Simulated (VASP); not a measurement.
# BN (F-43m) in VASP: single point with r2SCAN

Aim: the single point of BN with r2SCAN.

Program: VASP 6.6.1. These are calculated values, not measurements. Logs are shortened: lines on timing, memory, paths and dates and some standing lists are left out, and cuts for length are marked.

## Step 1: The cell of the first run

Symmetry: F-43m, No. 216, cubic system. The conventional cell has a = 3.718 Å, b = 3.718 Å, c = 3.718 Å, α = 90.00°, β = 90.00°, γ = 90.00°. B (site symmetry -43m) has 4 N at 1.61 Å within 2.1 Å. N (site symmetry -43m) has 4 B at 1.61 Å within 2.1 Å.

## Step 2: Single point, r2SCAN (strain +3.0%)

Contents of POSCAR:

```
BN
1.0
    0.0000000000      1.8589702290      1.8589702290
    1.8589702290      0.0000000000      1.8589702290
    1.8589702290      1.8589702290      0.0000000000
B N
1 1
Direct
    0.0000000000      0.0000000000      0.0000000000
    0.2500000000      0.2500000000      0.2500000000
```

Contents of INCAR.step1:

```
SYSTEM = BN
PREC = Accurate
ENCUT = 520
ISMEAR = 0
SIGMA = 0.01
LREAL = .False.
LASPH = .True.
NELM = 100
NBANDS = 11
GGA = PE
ALGO = Normal
EDIFF = 1E-4
LWAVE = .True.
LCHARG = .False.
```

Contents of INCAR.step2:

```
SYSTEM = BN
PREC = Accurate
ENCUT = 520
EDIFF = 1E-6
ISMEAR = 0
SIGMA = 0.01
LREAL = .False.
LASPH = .True.
NELM = 100
ALGO = Normal
ISIF = 2
LWAVE = .False.
LCHARG = .True.
METAGGA = R2SCAN
LMIXTAU = .True.
LELF = .True.
LVHAR = .True.
NBANDS = 11
ISTART = 1
```

Contents of KPOINTS:

```
regular mesh
0
Gamma
  12 12 12
  0 0 0
```

Potentials or basis: VASP PAW PBE potentials, release 64 (B, N).

Launch:

```sh
$ cat potpaw_PBE.64/B/POTCAR potpaw_PBE.64/N/POTCAR > POTCAR
$ cp INCAR.step1 INCAR
$ mpirun -np 1 vasp_std > vasp.out
$ cp INCAR.step2 INCAR
$ mpirun -np 1 vasp_std > vasp.out
```

OUTCAR:

```text
SYSTEM = BN
   PREC = Accurate
   ENCUT = 520
   EDIFF = 1E-6
   ISMEAR = 0
   LREAL = .False.
   LASPH = .True.
   NELM = 100
   ISIF = 2
   METAGGA = R2SCAN
   ISTART = 1

 ion  position               nearest neighbor table
   1  0.000  0.000  0.000-   2 1.61   2 1.61   2 1.61   2 1.61
   2  0.250  0.250  0.250-   1 1.61   1 1.61   1 1.61   1 1.61

  LATTYP: Found a face centered cubic cell.
 ALAT       =     3.7179404580

  Lattice vectors:

 A1 = (   0.0000000000,   1.8589702290,   1.8589702290)
 A2 = (   1.8589702290,   0.0000000000,   1.8589702290)
 A3 = (   1.8589702290,   1.8589702290,   0.0000000000)

Analysis of symmetry for initial positions (statically):
=====================================================================
 Subroutine PRICEL returns:
 Original cell was already a primitive cell.

 Routine SETGRP: Setting up the symmetry group for a
 face centered cubic supercell.

 Subroutine GETGRP returns: Found 24 space group operations
 (whereof 24 operations were pure point group operations)
 out of a pool of 48 trial point group operations.

The static configuration has the point symmetry T_d .

Analysis of symmetry for dynamics (positions and initial velocities):
=====================================================================
 Subroutine PRICEL returns:
 Original cell was already a primitive cell.

 Routine SETGRP: Setting up the symmetry group for a
 face centered cubic supercell.

 Subroutine GETGRP returns: Found 24 space group operations
 (whereof 24 operations were pure point group operations)
 out of a pool of 48 trial point group operations.

The dynamic configuration has the point symmetry T_d .

 Subroutine INISYM returns: Found 24 space group operations
 (whereof 24 operations are pure point group operations),
 and found     1 'primitive' translations

----------------------------------------------------------------------------------------

                                     Primitive cell

  volume of cell :      12.8483

  direct lattice vectors                    reciprocal lattice vectors
     0.000000000  1.858970229  1.858970229    -0.268966115  0.268966115  0.268966115
     1.858970229  0.000000000  1.858970229     0.268966115 -0.268966115  0.268966115
     1.858970229  1.858970229  0.000000000     0.268966115  0.268966115 -0.268966115

  length of vectors
     2.628980910  2.628980910  2.628980910     0.465862976  0.465862976  0.465862976

  position of ions in fractional coordinates (direct lattice)
     0.000000000  0.000000000  0.000000000
[... 87 lines left out ...]
   TEBEG  =    0.0;   TEEND  =   0.0 temperature during run
   PSTRESS=    0.0 pullay stress
   NELECT =       8.0000    total number of electrons
   NUPDOWN=      -1.0000    fix difference up-down
   EMIN   =  10.00;   EMAX   =-10.00  energy-range for DOS
   EFERMI =   0.00;   METHOD = LEGACY
   ISMEAR =     0;   SIGMA  =   0.01  broadening in eV -4-tet -1-fermi 0-gaus
   EFERMI_NEDOS =   21; number of points for ismear=-14 and -15
   IALGO  =     38    algorithm
   IMIX   =      4    mixing-type and parameters
     AMIX     =   0.40;   BMIX     =  1.00
     AMIX_MAG =   1.60;   BMIX_MAG =  1.00
  volume/ion in A,a.u.               =       6.42        43.35
  Fermi-wavevector in a.u.,A,eV,Ry     =   1.397942  2.641727 26.589063  1.954241
  Thomas-Fermi vector in A             =   2.521148
   LORBIT       =      0    0 simple, 1 ext, 2 COOP (PROOUT), +10 PAW based schemes
   METAGGA = R2SCAN    functional components
   LHFCALC =     F    Hartree Fock is set to
   AEXX    =    0.0000 exact exchange contribution
   IVDW    =     0    specifies the selected vdW correction
   LEPSILON=     F    determine dielectric tensor
   LRPA    =     F    only Hartree local field effects (RPA)
 non-spin polarized calculation
 Gauss-broadening in eV      SIGMA  =   0.01
  energy-cutoff  :      520.00
  volume of cell :       12.85
 maximum number of plane-waves:       360
   NGX =  9   NGY =  9   NGZ =  9

 number of electron       8.0000003 magnetization

 Free energy of the ion-electron system (eV)
  ---------------------------------------------------
  ext. energy  EPLUGINS =         0.00000000
  ---------------------------------------------------
  free energy    TOTEN  =       -19.07317814 eV

  energy without entropy =      -19.07317814  energy(sigma->0) =      -19.07317814

 E-fermi :   6.2915     XC(G=0): -13.2055

 val. band max:        6.2415806220   @ k =   0.0000   0.0000   0.0000
 cond. band min:      11.1076913558   @ k =   0.5000   0.5000   0.0000
 fundamental gap:      4.8661107338
 Fermi energy:         6.2914834689

 k-point     1 :       0.0000    0.0000    0.0000
  band No.  band energies     occupation
      1     -14.1051      2.00000
      2       6.2416      2.00000
      3       6.2416      2.00000
      4       6.2416      2.00000
      5      15.3548      0.00000
      6      15.3548      0.00000
      7      15.3548      0.00000
      8      15.8905      0.00000
      9      30.7498      0.00000
     10      33.9663      0.00000
     11      33.9663      0.00000
[... 309 lines left out ...]
 k-point    24 :      -0.4167    0.1667    0.0000
  band No.  band energies     occupation
      1      -9.8588      2.00000
      2      -3.4174      2.00000
      3       2.2246      2.00000
      4       3.7922      2.00000
      5      15.7613      0.00000
      6      18.2092      0.00000
      7      18.7019      0.00000
      8      21.9355      0.00000
      9      27.5291      0.00000
     10      31.7534      0.00000
     11      32.7689      0.00000

 [... further k-points ...]

------------------------ aborting loop because EDIFF is reached ----------------------------------------

  FORCE on cell =-STRESS in cart. coord.  units (eV):
  Direction    XX          YY          ZZ          XY          YZ          ZX
  --------------------------------------------------------------------------------------
  -------------------------------------------------------------------------------------
  Total       -2.3030605     -2.3030605     -2.3030605      0.0000000      0.0000000      0.0000000
  in kB     -287.1895435   -287.1895435   -287.1895435      0.0000000      0.0000000      0.0000000
  external PRESSURE =    -287.1895435 kB  Pullay stress =       0.0000000 kB

 VOLUME and BASIS-vectors are now :
 -----------------------------------------------------------------------------
  energy-cutoff  :      520.00
  volume of cell :       12.85
      direct lattice vectors                 reciprocal lattice vectors
     0.000000000  1.858970229  1.858970229    -0.268966115  0.268966115  0.268966115
     1.858970229  0.000000000  1.858970229     0.268966115 -0.268966115  0.268966115
     1.858970229  1.858970229  0.000000000     0.268966115  0.268966115 -0.268966115

 POSITION                                       TOTAL-FORCE (eV/Angst)
 -----------------------------------------------------------------------------------
      0.00000      0.00000      0.00000        -0.000000     -0.000000     -0.000000
      0.92949      0.92949      0.92949         0.000000      0.000000      0.000000
 -----------------------------------------------------------------------------------
    total drift:                               -0.000000     -0.000000      0.000000

  FREE ENERGIE OF THE ION-ELECTRON SYSTEM (eV)
  ---------------------------------------------------
  free  energy   TOTEN  =       -19.0731781384 eV

  energy  without entropy=      -19.0731781384  energy(sigma->0) =      -19.07317814
```

OSZICAR.step1:

```text
N       E                     dE             d eps       ncg     rms          rms(c)
DAV:   1     0.105610662885E+02    0.10561E+02   -0.49595E+03  1600   0.722E+02
DAV:   2    -0.176612125697E+02   -0.28222E+02   -0.27077E+02  1959   0.162E+02
DAV:   3    -0.182216981201E+02   -0.56049E+00   -0.55976E+00  1860   0.195E+01
DAV:   4    -0.182224644128E+02   -0.76629E-03   -0.76628E-03  1710   0.812E-01
DAV:   5    -0.182224652230E+02   -0.81017E-06   -0.81025E-06  1737   0.258E-02    0.626E+00
DAV:   6    -0.174358131542E+02    0.78665E+00   -0.30976E+00  1674   0.972E+00    0.299E+00
DAV:   7    -0.173878919448E+02    0.47921E-01   -0.74709E-02  1740   0.235E+00    0.181E+00
DAV:   8    -0.173763142208E+02    0.11578E-01   -0.31784E-02  1739   0.127E+00    0.152E-01
DAV:   9    -0.173764084796E+02   -0.94259E-04   -0.11580E-03  1689   0.253E-01    0.755E-02
DAV:  10    -0.173765075054E+02   -0.99026E-04   -0.13516E-04  1687   0.992E-02
   1 F= -.17376508E+02 E0= -.17376508E+02  d E =-.113926E-46
```

It used 38 s of CPU time on 1 thread of AMD EPYC 7R13 Processor (Zen 3) (shared host).

What came out:

```yaml
Free_energy: -19.0732 eV
Pressure: -28.7 GPa
Band_gap_on_the_k_mesh: 4.87 eV, indirect (least direct gap 9.11 eV)
```

Caveat: the cell differs from its parent crystal (strain +3.0%); the PAW data sets were made with another functional, which shifts forces and pressure a little.
